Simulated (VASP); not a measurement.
# Al9N8 (a cell with a defect) in VASP: further runs

Al9N8 (a cell with a defect) is run at these levels: PBE; tasks: single point, relaxation of the atoms.

Program: VASP 6.6.1. These are calculated values, not measurements. Logs are shortened: lines on timing, memory, paths and dates and some standing lists are left out, and cuts for length are marked.

### Step 1. The cell of the first run

The cell holds a defect, 17 atoms: a = 6.177 Å, b = 6.177 Å, c = 6.177 Å, α = 60.00°, β = 60.00°, γ = 60.00°.

### Step 2. Single point, PBE

INCAR reads:

```
ALGO = Normal
EDIFF = 1E-6
ENCUT = 520
GGA = PE
GGA_COMPAT = False
ISIF = 2
ISMEAR = -1
LASPH = True
LCHARG = True
LELF = True
LREAL = False
LVHAR = True
LWAVE = False
NBANDS = 48
NELECT = 65.0
NELM = 120
PREC = Accurate
SIGMA = 0.02
```

KPOINTS reads:

```
k-points
0
Gamma
  2 2 2
```

POSCAR reads:

```
Al9N8
1.0
    0.0000000000      4.3679880000      4.3679880000
    4.3679880000      0.0000000000      4.3679880000
    4.3679880000      4.3679880000      0.0000000000
Al N
9 8
Direct
   -0.0137679535     -0.0137679535     -0.0137679535
   -0.0137679535     -0.0137679535      0.5413038604
   -0.0137679535      0.5413038604     -0.0137679535
    0.0091900658      0.4969366447      0.4969366447
    0.5413038604     -0.0137679535     -0.0137679535
    0.4969366447      0.0091900658      0.4969366447
    0.4969366447      0.4969366447      0.0091900658
    0.4969366447      0.4969366447      0.4969366447
    0.1250000000      0.1250000000      0.1250000000
    0.3750000000      0.3750000000      0.3750000000
    0.3636006739      0.3636006739      0.8863993261
    0.3636006739      0.8863993261      0.3636006739
    0.3636006739      0.8863993261      0.8863993261
    0.8863993261      0.3636006739      0.3636006739
    0.8863993261      0.3636006739      0.8863993261
    0.8863993261      0.8863993261      0.3636006739
    0.8750000000      0.8750000000      0.8750000000
```

Potentials or basis: VASP PAW PBE potentials, release 64 (Al, N).

On the command line:

```
$ cat potpaw_PBE.64/Al/POTCAR potpaw_PBE.64/N/POTCAR > POTCAR
$ mpirun -np 1 vasp_std > vasp.out
```

OUTCAR:

```text
EDIFF = 1E-6
   ENCUT = 520
   GGA = PE
   ISIF = 2
   ISMEAR = -1
   LASPH = True
   LREAL = False
   NELECT = 65.0
   NELM = 120
   PREC = Accurate

 ion  position               nearest neighbor table
   1  0.986  0.986  0.986-  17 1.68  15 1.92  16 1.92  13 1.92   9 2.10   5 2.75   2 2.75   3 2.75
                             4 3.10   7 3.10   4 3.10   6 3.10   6 3.10   7 3.10
   2  0.986  0.986  0.541-  17 1.68  16 1.92  12 1.92  14 1.92   9 2.10   5 2.75   1 2.75   3 2.75
                             6 3.10   8 3.10   6 3.10   8 3.10   4 3.10   4 3.10
   3  0.986  0.541  0.986-  17 1.68  15 1.92  14 1.92  11 1.92   9 2.10   5 2.75   1 2.75   2 2.75
                             7 3.10   8 3.10   7 3.10   8 3.10   4 3.10   4 3.10
   4  0.009  0.497  0.497-  10 1.85  14 1.96  15 1.96  16 1.96   7 3.01   8 3.01   6 3.01   3 3.10
                             2 3.10   1 3.10   3 3.10   1 3.10   2 3.10   6 3.16   7 3.16   8 3.16
   5  0.541  0.986  0.986-  17 1.68  13 1.92  12 1.92  11 1.92   9 2.10   3 2.75   1 2.75   2 2.75
                             7 3.10   8 3.10   7 3.10   8 3.10   6 3.10   6 3.10
   6  0.497  0.009  0.497-  10 1.85  12 1.96  13 1.96  16 1.96   7 3.01   8 3.01   4 3.01   2 3.10
                             5 3.10   1 3.10   5 3.10   1 3.10   2 3.10   8 3.16   4 3.16   7 3.16
   7  0.497  0.497  0.009-  10 1.85  11 1.96  13 1.96  15 1.96   6 3.01   8 3.01   4 3.01   3 3.10
                             5 3.10   1 3.10   5 3.10   1 3.10   3 3.10   4 3.16   8 3.16   6 3.16
   8  0.497  0.497  0.497-  10 1.85  11 1.96  12 1.96  14 1.96   6 3.01   7 3.01   4 3.01   3 3.10
                             5 3.10   2 3.10   5 3.10   2 3.10   3 3.10   6 3.16   7 3.16   4 3.16
   9  0.125  0.125  0.125-  11 2.08  12 2.08  13 2.08  14 2.08  15 2.08  16 2.08   2 2.10   3 2.10
                             5 2.10   1 2.10
  10  0.375  0.375  0.375-   8 1.85   6 1.85   7 1.85   4 1.85
  11  0.364  0.364  0.886-   3 1.92   5 1.92   7 1.96   8 1.96   9 2.08
  12  0.364  0.886  0.364-   2 1.92   5 1.92   6 1.96   8 1.96   9 2.08
  13  0.364  0.886  0.886-   5 1.92   1 1.92   6 1.96   7 1.96   9 2.08
  14  0.886  0.364  0.364-   2 1.92   3 1.92   4 1.96   8 1.96   9 2.08
  15  0.886  0.364  0.886-   3 1.92   1 1.92   4 1.96   7 1.96   9 2.08
  16  0.886  0.886  0.364-   2 1.92   1 1.92   4 1.96   6 1.96   9 2.08
  17  0.875  0.875  0.875-   1 1.68   2 1.68   3 1.68   5 1.68

  LATTYP: Found a face centered cubic cell.
 ALAT       =     8.7359760000

  Lattice vectors:

 A1 = (   0.0000000000,   4.3679880000,   4.3679880000)
 A2 = (   4.3679880000,   0.0000000000,   4.3679880000)
 A3 = (   4.3679880000,   4.3679880000,   0.0000000000)

Analysis of symmetry for initial positions (statically):
=====================================================================
 Subroutine PRICEL returns:
 Original cell was already a primitive cell.

 Routine SETGRP: Setting up the symmetry group for a
 face centered cubic supercell.

 Subroutine GETGRP returns: Found 24 space group operations
 (whereof  6 operations were pure point group operations)
 out of a pool of 48 trial point group operations.

The static configuration has the point symmetry C_3v.
 The point group associated with its full space group is T_d .

Analysis of symmetry for dynamics (positions and initial velocities):
=====================================================================
 Subroutine PRICEL returns:
 Original cell was already a primitive cell.

 Routine SETGRP: Setting up the symmetry group for a
 face centered cubic supercell.

 Subroutine GETGRP returns: Found 24 space group operations
 (whereof  6 operations were pure point group operations)
 out of a pool of 48 trial point group operations.

The dynamic configuration has the point symmetry C_3v.
 The point group associated with its full space group is T_d .

 Subroutine INISYM returns: Found 24 space group operations
 (whereof  6 operations are pure point group operations),
 and found     1 'primitive' translations

----------------------------------------------------------------------------------------

                                     Primitive cell

  volume of cell :     166.6765

  direct lattice vectors                    reciprocal lattice vectors
     0.000000000  4.367988000  4.367988000    -0.114469179  0.114469179  0.114469179
     4.367988000  0.000000000  4.367988000     0.114469179 -0.114469179  0.114469179
     4.367988000  4.367988000  0.000000000     0.114469179  0.114469179 -0.114469179

  length of vectors
     6.177267870  6.177267870  6.177267870     0.198266434  0.198266434  0.198266434

  position of ions in fractional coordinates (direct lattice)
     0.986232046  0.986232046  0.986232046
     0.986232046  0.986232046  0.541303860
     0.986232046  0.541303860  0.986232046
     0.009190066  0.496936645  0.496936645
     0.541303860  0.986232046  0.986232046
     0.496936645  0.009190066  0.496936645
[... 9 lines left out ...]
     0.886399326  0.886399326  0.363600674
     0.875000000  0.875000000  0.875000000

  ion indices of the primitive-cell ions
   primitive index   ion index
                 1           1
                 2           2
                 3           3
                 4           4
                 5           5
                 6           6
[... 9 lines left out ...]
                16          16
                17          17

----------------------------------------------------------------------------------------

 KPOINTS: k-points

Automatic generation of k-mesh.
 Grid dimensions read from file:
 generate k-points for:    2    2    2

 Generating k-lattice:

  Cartesian coordinates                     Fractional coordinates (reciprocal lattice)
    -0.057234589  0.057234589  0.057234589     0.500000000  0.000000000  0.000000000
     0.057234589 -0.057234589  0.057234589     0.000000000  0.500000000  0.000000000
     0.057234589  0.057234589 -0.057234589     0.000000000  0.000000000  0.500000000

  Length of vectors
     0.099133217  0.099133217  0.099133217

  Shift w.r.t. Gamma in fractional coordinates (k-lattice)
     0.000000000  0.000000000  0.000000000

 Subroutine IBZKPT returns following result:
 ===========================================

 Found      3 irreducible k-points:

 Following reciprocal coordinates:
            Coordinates               Weight
  0.000000  0.000000  0.000000      1.000000
  0.500000  0.000000  0.000000      4.000000
  0.500000  0.500000  0.000000      3.000000
   k-points           NKPTS =      3   k-points in BZ     NKDIM =      3   number of bands    NBANDS=     48
   number of dos      NEDOS =    301   number of ions     NIONS =     17
   total plane-waves  NPLWV = 110592
   dimension x,y,z NGX =    48 NGY =   48 NGZ =   48
   dimension x,y,z NGXF=    96 NGYF=   96 NGZF=   96
   ions per type =               9   8
   NGX,Y,Z   is equivalent  to a cutoff of  12.92, 12.92, 12.92 a.u.
   NGXF,Y,Z  is equivalent  to a cutoff of  25.84, 25.84, 25.84 a.u.
 SYSTEM =  unknown system
   PREC   = accura    normal or accurate (medium, high low for compatibility)
   ISTART =      0    job   : 0-new  1-cont  2-samecut
   ICHARG =      2    charge: 1-file 2-atom 10-const
   ISPIN  =      1    spin polarized calculation?
   LNONCOLLINEAR =      F non collinear calculations
   LSORBIT =      F    spin-orbit coupling
   LASPH  =      T    aspherical Exc in radial PAW
   ENCUT  =  520.0 eV  38.22 Ry    6.18 a.u.  11.49 11.49 11.49*2*pi/ulx,y,z
   NELM   =    120;   NELMIN=  2; NELMDL= -5     # of ELM steps
   EDIFF  = 0.1E-05   stopping-criterion for ELM
   LREAL  =      F    real-space projection
   EDIFFG = 0.1E-04   stopping-criterion for IOM
   NSW    =      0    number of steps for IOM
   IBRION =     -1    ionic relax: 0-MD 1-quasi-New 2-CG
   NFREE  =      0    steps in history (QN), initial steepest desc. (CG)
   ISIF   =      2    stress and relaxation
   ISYM   =      2    0-nonsym 1-usesym 2-fastsym
   POTIM  = 0.5000    time-step for ionic-motion
   TEBEG  =    0.0;   TEEND  =   0.0 temperature during run
   PSTRESS=    0.0 pullay stress
   NELECT =      65.0000    total number of electrons
   NUPDOWN=      -1.0000    fix difference up-down
   EMIN   =  10.00;   EMAX   =-10.00  energy-range for DOS
   EFERMI =   0.00;   METHOD = LEGACY
   ISMEAR =    -1;   SIGMA  =   0.02  broadening in eV -4-tet -1-fermi 0-gaus
   EFERMI_NEDOS =   21; number of points for ismear=-14 and -15
   IALGO  =     38    algorithm
   IMIX   =      4    mixing-type and parameters
     AMIX     =   0.40;   BMIX     =  1.00
     AMIX_MAG =   1.60;   BMIX_MAG =  1.00
  volume/ion in A,a.u.               =       9.80        66.16
  Fermi-wavevector in a.u.,A,eV,Ry     =   1.196064  2.260234 19.464083  1.430570
  Thomas-Fermi vector in A             =   2.332014
   LORBIT       =      0    0 simple, 1 ext, 2 COOP (PROOUT), +10 PAW based schemes
   GGA     = PE    functional components
   LHFCALC =     F    Hartree Fock is set to
   AEXX    =    0.0000 exact exchange contribution
   IVDW    =     0    specifies the selected vdW correction
   LEPSILON=     F    determine dielectric tensor
   LRPA    =     F    only Hartree local field effects (RPA)
 non-spin polarized calculation
  energy-cutoff  :      520.00
  volume of cell :      166.68
 maximum number of plane-waves:      4477
 NGX is ok and might be reduce to    48
   NGX = 23   NGY = 23   NGZ = 23

 number of electron      64.9999998 magnetization

 Free energy of the ion-electron system (eV)
  ---------------------------------------------------
  ext. energy  EPLUGINS =         0.00000000
  ---------------------------------------------------
  free energy    TOTEN  =      -131.43528171 eV

  energy without entropy =     -131.43528164  energy(sigma->0) =     -131.43528167

 E-fermi :  10.9143     XC(G=0): -11.1377

 val. band max:       10.6211173191   @ k =   0.0000   0.0000   0.0000
 cond. band min:      11.2352043534   @ k =   0.5000   0.0000   0.0000
 fundamental gap:      0.6140870344
 Fermi energy:        10.9142983655

 k-point     1 :       0.0000    0.0000    0.0000
  band No.  band energies     occupation
      1      -9.0280      2.00000
      2      -7.5486      2.00000
      3      -6.3311      2.00000
      4      -6.3311      2.00000
      5      -6.3311      2.00000
      6      -5.5660      2.00000
[... 36 lines left out ...]
     43      14.5328      0.00000
     44      16.5070      0.00000

 k-point     2 :       0.5000    0.0000    0.0000
  band No.  band energies     occupation
      1      -8.6765      2.00000
      2      -7.6914      2.00000
      3      -6.8801      2.00000
      4      -6.1844      2.00000
      5      -6.1844      2.00000
      6      -5.8219      2.00000
[... 36 lines left out ...]
     43      15.6802      0.00000
     44      16.4236      0.00000

 k-point     3 :       0.5000    0.5000    0.0000
  band No.  band energies     occupation
      1      -8.5606      2.00000
      2      -7.6760      2.00000
      3      -6.6018      2.00000
      4      -6.4617      2.00000
      5      -6.4617      2.00000
      6      -6.2707      2.00000
[... 36 lines left out ...]
     43      15.6362      0.00000
     44      15.9993      0.00000
 [bands above 44 left out]

------------------------ aborting loop because EDIFF is reached ----------------------------------------

  FORCE on cell =-STRESS in cart. coord.  units (eV):
  Direction    XX          YY          ZZ          XY          YZ          ZX
  --------------------------------------------------------------------------------------
  -------------------------------------------------------------------------------------
  Total        1.3609197      1.3609197      1.3609197      0.0000000      0.0000000     -0.0000000
  in kB       13.0818382     13.0818382     13.0818382      0.0000000      0.0000000     -0.0000000
  external PRESSURE =      13.0818382 kB  Pullay stress =       0.0000000 kB

 VOLUME and BASIS-vectors are now :
 -----------------------------------------------------------------------------
  energy-cutoff  :      520.00
  volume of cell :      166.68
      direct lattice vectors                 reciprocal lattice vectors
     0.000000000  4.367988000  4.367988000    -0.114469179  0.114469179  0.114469179
     4.367988000  0.000000000  4.367988000     0.114469179 -0.114469179  0.114469179
     4.367988000  4.367988000  0.000000000     0.114469179  0.114469179 -0.114469179

 POSITION                                       TOTAL-FORCE (eV/Angst)
 -----------------------------------------------------------------------------------
      8.61570      8.61570      8.61570         0.016011      0.016011      0.016011
      6.67226      6.67226      8.61570        -0.016011     -0.016011      0.016011
      6.67226      8.61570      6.67226        -0.016011      0.016011     -0.016011
      4.34123      2.21076      2.21076         0.010029     -0.010029     -0.010029
      8.61570      6.67226      6.67226         0.016011     -0.016011     -0.016011
      2.21076      4.34123      2.21076        -0.010029      0.010029     -0.010029
[... 9 lines left out ...]
      5.45999      5.45999      7.74356         0.000000      0.000000     -0.018302
      7.64398      7.64398      7.64398        -0.000000     -0.000000     -0.000000
 -----------------------------------------------------------------------------------
    total drift:                               -0.000001     -0.000001     -0.000001

  FREE ENERGIE OF THE ION-ELECTRON SYSTEM (eV)
  ---------------------------------------------------
  free  energy   TOTEN  =      -131.4352817089 eV

  energy  without entropy=     -131.4352816385  energy(sigma->0) =     -131.43528167
```

Run time: 46 s. Hardware: 1 thread of Intel Xeon Platinum 8259CL at 2.50GHz (Skylake/Cascade Lake), shared host; peak memory 0.3 GiB.

What came out:

```
Free energy   : -131.4353 eV
Largest force : 0.028 eV/Å
```

Forces in eV/Å, atoms in the order of the input:
```
Al   0.016  0.016  0.016
Al  -0.016 -0.016  0.016
Al  -0.016  0.016 -0.016
Al   0.010 -0.010 -0.010
Al   0.016 -0.016 -0.016
Al  -0.010  0.010 -0.010
Al  -0.010 -0.010  0.010
Al   0.010  0.010  0.010
Al   0.000  0.000  0.000
N    0.000  0.000  0.000
N    0.000  0.000  0.018
N    0.000  0.018  0.000
N   -0.018  0.000  0.000
N    0.018  0.000  0.000
N    0.000 -0.018  0.000
N    0.000  0.000 -0.018
N    0.000  0.000  0.000
```

Caveat: the k points lie up to 0.62 Å⁻¹ apart, too coarse for converged energies and pressures of a metal; the cell carries a net charge on a neutralising background, which shifts energy and pressure; the cell is charged against a uniform background, so pressure and absolute levels hang on convention; an odd number of electrons without spin polarisation forces a metal; a magnetic or distorted state may lie lower.

### Step 3. Relaxation of the atoms, PBE

INCAR reads:

```
ALGO = Normal
EDIFF = 1E-7
EDIFFG = -0.02
ENCUT = 520
GGA = PE
GGA_COMPAT = False
IBRION = 2
ISIF = 2
ISMEAR = -1
LASPH = True
LCHARG = False
LREAL = False
LWAVE = False
NELECT = 65.0
NELM = 120
NELMIN = 4
NSW = 60
PREC = Accurate
SIGMA = 0.02
```

KPOINTS is that of step 2.

POSCAR reads:

```
Al9N8
1.0
    0.0000000000      4.3679880000      4.3679880000
    4.3679880000      0.0000000000      4.3679880000
    4.3679880000      4.3679880000      0.0000000000
Al N
9 8
Direct
    0.0000000000      0.0000000000      0.0000000000
    0.0000000000      0.0000000000      0.5000000000
    0.0000000000      0.5000000000      0.0000000000
    0.0000000000      0.5000000000      0.5000000000
    0.5000000000      0.0000000000      0.0000000000
    0.5000000000      0.0000000000      0.5000000000
    0.5000000000      0.5000000000      0.0000000000
    0.5000000000      0.5000000000      0.5000000000
    0.1250000000      0.1250000000      0.1250000000
    0.3750000000      0.3750000000      0.3750000000
    0.3750000000      0.3750000000      0.8750000000
    0.3750000000      0.8750000000      0.3750000000
    0.3750000000      0.8750000000      0.8750000000
    0.8750000000      0.3750000000      0.3750000000
    0.8750000000      0.3750000000      0.8750000000
    0.8750000000      0.8750000000      0.3750000000
    0.8750000000      0.8750000000      0.8750000000
```

Potentials or basis: VASP PAW PBE potentials, release 64 (Al, N).

On the command line:

```
$ cat potpaw_PBE.64/Al/POTCAR potpaw_PBE.64/N/POTCAR > POTCAR
$ mpirun -np 1 vasp_std > vasp.out
```

Run time: 5.1 min. Hardware: 1 thread of Intel Xeon Platinum 8259CL at 2.50GHz (Skylake/Cascade Lake), shared host; peak memory 0.32 GiB.

It converged, with:

* Free energy: -131.4353 eV
* Largest force after relaxing: 0.011 eV/Å

Forces on the atoms (eV/Å):
```
Al  -0.005 -0.005 -0.005
Al   0.005  0.005 -0.005
Al   0.005 -0.005  0.005
Al  -0.006  0.006  0.006
Al  -0.005  0.005  0.005
Al   0.006 -0.006  0.006
Al   0.006  0.006 -0.006
Al  -0.006 -0.006 -0.006
Al   0.000  0.000  0.000
N    0.000  0.000  0.000
N    0.000  0.000 -0.011
N    0.000 -0.011  0.000
N    0.011  0.000  0.000
N   -0.011  0.000  0.000
N    0.000  0.011  0.000
N    0.000  0.000  0.011
N    0.000  0.000  0.000
```

Final structure:
```yaml
crystal:
  lattice:
    - [0.00000, 4.36799, 4.36799]
    - [4.36799, 0.00000, 4.36799]
    - [4.36799, 4.36799, 0.00000]
  atoms:
    - { symbol: Al, position: [0.98626, 0.98626, 0.98626] }
    - { symbol: Al, position: [0.98626, 0.98626, 0.54122] }
    - { symbol: Al, position: [0.98626, 0.54122, 0.98626] }
    - { symbol: Al, position: [0.00904, 0.49699, 0.49699] }
    - { symbol: Al, position: [0.54122, 0.98626, 0.98626] }
    - { symbol: Al, position: [0.49699, 0.00904, 0.49699] }
    - { symbol: Al, position: [0.49699, 0.49699, 0.00904] }
    - { symbol: Al, position: [0.49699, 0.49699, 0.49699] }
    - { symbol: Al, position: [0.12500, 0.12500, 0.12500] }
    - { symbol: N, position: [0.37500, 0.37500, 0.37500] }
    - { symbol: N, position: [0.36375, 0.36375, 0.88625] }
    - { symbol: N, position: [0.36375, 0.88625, 0.36375] }
    - { symbol: N, position: [0.36375, 0.88625, 0.88625] }
    - { symbol: N, position: [0.88625, 0.36375, 0.36375] }
    - { symbol: N, position: [0.88625, 0.36375, 0.88625] }
    - { symbol: N, position: [0.88625, 0.88625, 0.36375] }
    - { symbol: N, position: [0.87500, 0.87500, 0.87500] }
```

Levels at points of the mesh, in eV from the Fermi level:
```
           k point  band 29  band 30  band 31  band 32  band 33  band 34  band 35  band 36
(0.00, 0.00, 0.00)    -4.40    -3.94    -3.94    -3.94    -1.40    -0.94    -0.94    -0.29
(0.50, 0.00, 0.00)    -4.71    -4.71    -4.09    -4.09     0.32     1.20     1.20     1.65
(0.50, 0.50, 0.00)    -5.13    -4.47    -4.35    -4.35     1.33     1.44     1.63     1.65
```

Caveat: the k points lie up to 0.62 Å⁻¹ apart, too coarse for converged energies and pressures of a metal; the cell carries a net charge on a neutralising background, which shifts energy and pressure; the cell is charged against a uniform background, so pressure and absolute levels hang on convention; an odd number of electrons without spin polarisation forces a metal; a magnetic or distorted state may lie lower.
